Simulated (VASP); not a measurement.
Set up this calculation in VASP 6.6.1, as the native input.

```
Task                   : single point
Functional             : PBE
Potentials or basis    : VASP PAW PBE potentials, release 64 (Mo_sv)
Cutoff                 : 520 eV
k mesh                 : 16 × 16 × 16
Occupations            : gaussian, width 0.1 eV
Spin                   : no spin polarisation
Dipole correction      : no
Further INCAR settings : ALGO = Fast; EDIFF = 1e-06; NBANDS = 21
```

The structure of Mo lies in POSCAR:

```
Mo
1.0
    3.1289961638      0.0000000000      0.0000000000
    0.0000000000      3.1289961638      0.0000000000
    0.0000000000      0.0000000000      3.2870262731
Mo
2
Direct
    0.0000000000      0.0000000000      0.0000000000
    0.5000000000      0.5000000000      0.5000000000
```

This cell differs from its parent crystal: uniaxial strain along c: +4.0 %.

These files were run (other wordings do the same):

INCAR

```
SYSTEM = Mo
PREC = Accurate ; ENCUT = 520
EDIFF = 1E-6 ; ISMEAR = 0
SIGMA = 0.1 ; LREAL = .False.
LASPH = .True. ; NELM = 100
ALGO = Fast ; ISIF = 2
LWAVE = .False. ; LCHARG = .False.
GGA = PE ; NBANDS = 21
```

KPOINTS

```
Automatic mesh
0
Gamma
  16 16 16
  0 0 0
```

Potentials or basis: VASP PAW PBE potentials, release 64 (Mo_sv).

Run with:

```sh
$ cat potpaw_PBE.64/Mo_sv/POTCAR > POTCAR
$ mpirun -np 1 vasp_std > vasp.out
```

It gave:

```json
{
  "Pressure": "-3.9 GPa",
  "Band gap on the k mesh": "zero (bands 14 and 15 overlap by 2.51 eV)"
}
```

Caveat: the cell differs from its parent crystal (uniaxial strain along c: +4.0 %); the cell stands under tension.

Run time: 66 s on 1 thread of Intel(R) Xeon(R) Platinum 8559C (Emerald Rapids) (shared host), peak memory 0.31 GiB.
